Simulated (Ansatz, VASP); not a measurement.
## CdO: VASP beside Ansatz

The input POSCAR:

```
CdO
1.0
    0.0000000000      2.3900000000      2.3900000000
    2.3900000000      0.0000000000      2.3900000000
    2.3900000000      2.3900000000      0.0000000000
Cd O
1 1
Direct
    0.0000000000      0.0000000000      0.0000000000
    0.5000000000      0.5000000000      0.5000000000
```

INCAR.step1

```
SYSTEM = CdO
ALGO     = Normal         ! electronic algorithm
EDIFF    = 1E-5           ! SCF threshold, eV
ENCUT    = 520            ! plane-wave cutoff, eV
GGA      = PE             ! functional
GGA_COMPAT= .False.      
ISIF     = 2              ! what is computed and relaxed
ISMEAR   = -1             ! smearing method
LASPH    = .True.         ! aspherical terms in the spheres
LCHARG   = .False.        ! write CHGCAR
LREAL    = .False.        ! projectors in reciprocal space
LWAVE    = .True.         ! write WAVECAR
NBANDS   = 16             ! bands
NELM     = 120            ! most SCF steps
PREC     = Accurate       ! precision mode
SIGMA    = 0.02           ! smearing width, eV
```

The input INCAR.step2:

```
SYSTEM = CdO
ALGO     = Normal         ! electronic algorithm
EDIFF    = 1E-6           ! SCF threshold, eV
ENCUT    = 520            ! plane-wave cutoff, eV
GGA      = PE             ! functional
GGA_COMPAT= .False.      
HFSCREEN = 0.2079         ! screening, 1/A
ISIF     = 2              ! what is computed and relaxed
ISMEAR   = -1             ! smearing method
ISTART   = 1            
LASPH    = .True.         ! aspherical terms in the spheres
LCHARG   = .False.        ! write CHGCAR
LHFCALC  = .True.         ! exact exchange
LREAL    = .False.        ! projectors in reciprocal space
LWAVE    = .False.        ! write WAVECAR
NBANDS   = 16             ! bands
NELM     = 120            ! most SCF steps
PREC     = Accurate       ! precision mode
PRECFOCK = Normal       
SIGMA    = 0.02           ! smearing width, eV
```

File KPOINTS:

```
k-points
0
Gamma
  6 6 6
  0 0 0
```

Input for Ansatz:

```yaml
crystal:
  lattice:
    - [0, 2.39, 2.39]
    - [2.39, 0, 2.39]
    - [2.39, 2.39, 0]
  atoms:
    - { symbol: Cd, position: [0, 0, 0] }
    - { symbol: O, position: [0.5, 0.5, 0.5] }
kpoints:
  mp_grid: { grid: [6, 6, 6] }
hamiltonian:
  xc: hse06
  pseudopotentials:
    kind: all_electron
    relativity: scalar
    datasets: crystal
    dataset_attempts: all
    nuclear_model: point
scf:
  occupations: { method: fermi_dirac, width: 0.02 }
  convergence: { dr2_threshold: "1e-9 eV" }
  max_iter: 400
  exx: { singularity: regularized }
  lower_state_search: "off"
output:
  forces: true
  stress: true
```

Alike in both runs: task single point; functional HSE06; k mesh 6 × 6 × 6; occupations fermi-dirac, width 0.02 eV; no spin polarisation.

|  | VASP | Ansatz |
| --- | --- | --- |
| version | VASP 6.6.1 | Ansatz 0.2.0 development build |
| potentials or method | VASP PAW PBE potentials, release 64 (Cd, O), cutoff 520 eV | plane waves, all-electron PAW datasets generated for the crystal |

|  | VASP | Ansatz | Ansatz less VASP |
| --- | --- | --- | --- |
| gap on the k mesh at the Fermi level (eV) | 0.75 | 0.78 | +0.028 |

Ansatz ran all-electron here, and VASP with PAW potentials.
